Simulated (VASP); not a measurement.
Input of a VASP 6.6.1 run:

INCAR

```
SYSTEM = BaAl15O24
PREC = Accurate
ENCUT = 520
EDIFF = 1E-7
ISMEAR = -1
SIGMA = 0.01
LREAL = Auto
LASPH = .True.
NELM = 100
ALGO = Normal
ISIF = 2
LWAVE = .False.
LCHARG = .False.
GGA = PE
NBANDS = 126
NELECT = 200.0
```

KPOINTS

```
Automatic mesh
0
Gamma
  3 3 3
  0 0 0
```

POSCAR

```
BaAl15O24
1.0
    0.0000000000      4.8469330000      4.9854040000
    7.0899410000      0.0000000000      4.9854040000
    7.0899410000      4.8469330000      0.0000000000
Ba Al O
1 15 24
Direct
    0.9674066484      0.0633375612      0.2747710455
    0.4444018332      0.5884102514      0.8039314678
    0.0545111908      0.4170713938      0.1944642853
    0.5587600276      0.9125962906      0.7031070717
    0.3404446550      0.2015051602      0.9046181987
    0.8389170025      0.6694300994      0.4266627676
    0.1669612976      0.7882264669      0.0910388304
    0.6614695559      0.3046047307      0.5789036740
    0.5492439957      0.4205401439      0.1886465676
    0.0565116104      0.9206485753      0.6936793050
    0.4420890595      0.0793601684      0.3125395347
    0.9437935073      0.5951551934      0.7977422909
    0.1658566665      0.2923346106      0.5924427057
    0.6683150939      0.7991654420      0.0897256489
    0.3460732651      0.6779390935      0.4203844959
    0.8184840863      0.1952084186      0.9097624389
    0.7670370845      0.3503921230      0.3205185808
    0.2812391060      0.8413895885      0.8183179285
    0.1195438475      0.3677883174     -0.0213908525
    0.5975605123      0.8209810051      0.5234679059
    0.0565726380      0.5027434474      0.3380540251
    0.5703927981      0.0282778231      0.8264746561
    0.5585750351      0.3402670128      0.8112060271
    0.0977082791      0.7346437845      0.3586702843
    0.6633109465      0.2095976992      0.1322371051
    0.2340736373      0.7045004258      0.6414192236
    0.4376188391      0.1820856688      0.4721068648
    0.9260315458      0.6881223494      0.9808436999
    0.4111892241      0.9743636931      0.1862487302
    0.9174963819      0.4562441555      0.6991884720
    0.9199199295      0.1631680832      0.6907230523
    0.4404071193      0.6719632464      0.1673353805
    0.1468473304      0.0913685106      0.9146020784
    0.6406280726      0.6021431894      0.4042630328
    0.3313265229      0.4441871709      0.0883865532
    0.8475051664      0.8871650803      0.6397982453
    0.8467853813      0.8957410134      0.1142876390
    0.3512236641      0.3899589235      0.6029333993
    0.1614412432      0.1241701241      0.4104144721
    0.6523261993      0.6032039646      0.8974731676
```

Potentials or basis: VASP PAW PBE potentials, release 64 (Ba_sv, Al, O).

The run is started by

```sh
$ cat potpaw_PBE.64/Ba_sv/POTCAR potpaw_PBE.64/Al/POTCAR potpaw_PBE.64/O/POTCAR > POTCAR
$ mpirun -np 1 vasp_std > vasp.out
```

Q: Estimate the largest force.

A: 0.497 eV/Å.

Forces in eV/Å, atoms in the order of the input:
```
Ba  -0.001 -0.025  0.192
Al  -0.018  0.021 -0.005
Al   0.018  0.010  0.046
Al   0.016  0.024  0.006
Al   0.013 -0.018  0.051
Al  -0.014  0.030 -0.007
Al  -0.038  0.004 -0.026
Al  -0.001 -0.006 -0.012
Al   0.008 -0.033 -0.010
Al   0.006 -0.001 -0.017
Al   0.010 -0.013 -0.010
Al   0.009  0.001 -0.005
Al  -0.006 -0.011  0.033
Al  -0.011  0.000  0.009
Al  -0.016  0.031 -0.032
Al  -0.007 -0.047 -0.004
O    0.140 -0.044  0.016
O    0.026 -0.011  0.009
O    0.009 -0.043  0.227
O   -0.018  0.021 -0.014
O    0.000 -0.010  0.001
O    0.022  0.008 -0.012
O   -0.006 -0.011 -0.003
O   -0.380  0.216 -0.237
O   -0.011 -0.354 -0.088
O   -0.002  0.002  0.011
O    0.012 -0.004 -0.013
O    0.008 -0.004  0.000
O   -0.035  0.012  0.004
O   -0.009 -0.006 -0.002
O   -0.003  0.017 -0.003
O    0.020  0.015  0.015
O   -0.037  0.000 -0.004
O    0.012 -0.024  0.016
O    0.027  0.011 -0.009
O    0.175  0.181 -0.189
O   -0.011 -0.008  0.006
O   -0.001  0.008 -0.003
O    0.098  0.067  0.072
O   -0.004 -0.007 -0.010
```

Caveat: the cell carries a net charge on a neutralising background, which shifts energy and pressure.
